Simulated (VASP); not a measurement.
Input of a VASP 6.6.1 run:

File INCAR:

```
  PREC = Accurate
  ENCUT = 520
  EDIFF = 1E-6
  ISMEAR = -1
  SIGMA = 0.05
  LREAL = F
  LASPH = T
  NELM = 80
  ALGO = Normal
  ISIF = 2
  LWAVE = F
  LCHARG = T
  GGA = PS
  LELF = T
  LVHAR = T
  NBANDS = 9
```

The input KPOINTS:

```
Automatic mesh
0
Gamma
  15 15 15
  0.5 0.5 0.5
```

File POSCAR:

```
Te
1.0
   -1.3934985476      1.3934985476      1.3934985476
    1.3934985476     -1.3934985476      1.3934985476
    1.3934985476      1.3934985476     -1.3934985476
Te
1
Direct
    0.0000000000      0.0000000000      0.0000000000
```

Potentials or basis: VASP PAW PBE potentials, release 64 (Te).

Launch:

```sh
$ cat potpaw_PBE.64/Te/POTCAR > POTCAR
$ mpirun -np 1 vasp_std > vasp.out
```

Problem. Estimate the band gap on the k mesh.

Solution. Zero (band 3 reaches 37.17 eV, above the bottom of band 4 at 19.13 eV).

Problem. Predict the pressure.

Solution. 493.9 GPa.

Caveat: the PAW data sets were made with another functional, which shifts forces and pressure a little; spin-orbit coupling is left out, which moves the levels of the heavy elements.
